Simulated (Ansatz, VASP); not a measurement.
Two plane-wave programs on Pt

```
CELL_PARAMETERS angstrom
2.73358 0.00000 0.00000
-1.36679 2.36735 0.00000
0.00000 0.00000 4.67324
ATOMIC_POSITIONS crystal
Pt 0.66667 0.33333 0.75000
Pt 0.33333 0.66667 0.25000
```

Alike in both runs: task single point; functional PBE; k mesh 18 × 18 × 10; occupations gaussian, width 0.1 eV; no spin polarisation.

|  | VASP | Ansatz |
| --- | --- | --- |
| version | VASP 6.6.1 | Ansatz 0.2.0 |
| potentials or method | VASP PAW PBE potentials, release 64 (Pt), cutoff 520 eV | scalar-relativistic, plane waves, PAW |
| valence electrons in the cell | 20 | 36 |

```tsv
	VASP	Ansatz	Ansatz less VASP
gap on the k mesh at the Fermi level (eV)	none	none	-
pressure (GPa)	10.4	10.9	+0.50
traceless stress, the component that is largest in VASP (GPa)	1.04	1.13	+0.083
```

A gap of «none» marks a metal or a gap that the smearing closes. With one functional, cell and mesh, what is left measures potentials, basis and numerics. VASP's potentials hold 20 valence electrons a cell and Ansatz's 36, so a difference there can come from the potentials and not from the codes.

Spin-orbit coupling is off throughout.
